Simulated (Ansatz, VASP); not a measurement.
# Au in VASP and in Ansatz

The input INCAR:

```
ALGO = Normal ; DIPOL = 0.5 0.5 0.500
EDIFF = 1E-6 ; ENCUT = 520
GGA = PE ; IDIPOL = 3
ISIF = 2 ; ISMEAR = -1
LASPH = True ; LCHARG = False
LDIPOL = True ; LREAL = False
LWAVE = False ; NBANDS = 36
NELM = 60 ; PREC = Accurate
SIGMA = 0.05
```

The input KPOINTS:

```
k-points
0
Gamma
  11 11 1
```

File POSCAR:

```
Au
1.0
    2.8927738418      0.0000000000      0.0000000000
   -1.4463869209      2.5052156344      0.0000000000
    0.0000000000      0.0000000000     24.4477598050
Au
5
Direct
    0.6666666667      0.3333333333      0.3067765742
    0.3333333333      0.6666666667      0.4033882871
    0.0000000000      0.0000000000      0.5000000000
    0.6666666667      0.3333333333      0.5966117129
    0.3333333333      0.6666666667      0.6932234258
```

The input input.yaml:

```yaml
crystal:
  lattice:
    - [2.8927738418, 0.0, 0.0]
    - [-1.4463869209, 2.5052156344, 0.0]
    - [0.0, 0.0, 24.447759805]
  atoms:
    - { symbol: Au, position: [0.6666666667, 0.3333333333, 0.3067765742] }
    - { symbol: Au, position: [0.3333333333, 0.6666666667, 0.4033882871] }
    - { symbol: Au, position: [0.0, 0.0, 0.5] }
    - { symbol: Au, position: [0.6666666667, 0.3333333333, 0.5966117129] }
    - { symbol: Au, position: [0.3333333333, 0.6666666667, 0.6932234258] }
hamiltonian:
  xc: pbe
  pseudopotentials: { kind: paw }
kpoints:
  mp_grid: { grid: [11, 11, 1] }
scf:
  occupations: { method: fermi_dirac, width: 0.05 }
output:
  forces: true
  eigenvalues: true
efield:
  axis: 3
  dipole_correction: true
  ramp_width: 0.04
```

Alike in both runs: task single point; functional PBE; k mesh 11 × 11 × 1; occupations fermi-dirac, width 0.05 eV; no spin polarisation.

```csv
,VASP,Ansatz
version,VASP 6.6.1,Ansatz 0.2.0
potentials or method,"VASP PAW PBE potentials, release 64 (Au)",Ansatz PAW
plane-wave cutoff (eV),520,420
valence electrons in the cell,55,95
```

```tsv
	VASP	Ansatz	Ansatz less VASP
gap on the k mesh at the Fermi level (eV)	none	none	-
rms of the force components (eV/Å)	0.140	0.143	+0.0028
```

Atom by atom the forces differ by 0.003 eV/Å (rms over components). A gap of «none» marks a metal or a gap that the smearing closes. With one functional, cell and mesh, what is left measures potentials, basis and numerics. VASP's potentials hold 55 valence electrons a cell and Ansatz's 95, so a difference there can come from the potentials and not from the codes.

Neither program's run includes spin-orbit coupling.
